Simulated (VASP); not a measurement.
A run of VASP 6.6.1 is set up as follows.

Contents of INCAR:

```
ALGO = Fast ; EDIFF = 1E-6
ENCUT = 520 ; GGA = PE
ISIF = 2 ; ISMEAR = 0
LASPH = True ; LCHARG = False
LREAL = False ; LWAVE = False
NBANDS = 26 ; NELM = 60
PREC = Accurate ; SIGMA = 0.1
```

File KPOINTS:

```
k-points
0
Gamma
  12 12 16
```

File POSCAR:

```
AgSn2
1.0
    5.2869663235      0.0000000000      0.0000000000
   -2.6434831618      4.5786471451      0.0000000000
    0.0000000000      0.0000000000      3.0834093191
Ag Sn
1 2
Direct
    0.0000000000      0.0000000000      0.0000000000
    0.3333333333      0.6666666667      0.5000000000
    0.6666666667      0.3333333333      0.5000000000
```

Potentials or basis: VASP PAW PBE potentials, release 64 (Ag, Sn_d).

The run is started by

```bash
$ cat potpaw_PBE.64/Ag/POTCAR potpaw_PBE.64/Sn_d/POTCAR > POTCAR
$ mpirun -np 1 vasp_std > vasp.out
```

(1) Estimate the band gap on the k mesh.

(2) Predict the pressure.

Results:

(1) zero (an odd number of electrons rules out a gap without spin polarisation).

(2) 0.0 GPa.

Caveat: spin-orbit coupling is left out, which moves the levels of the heavy elements.
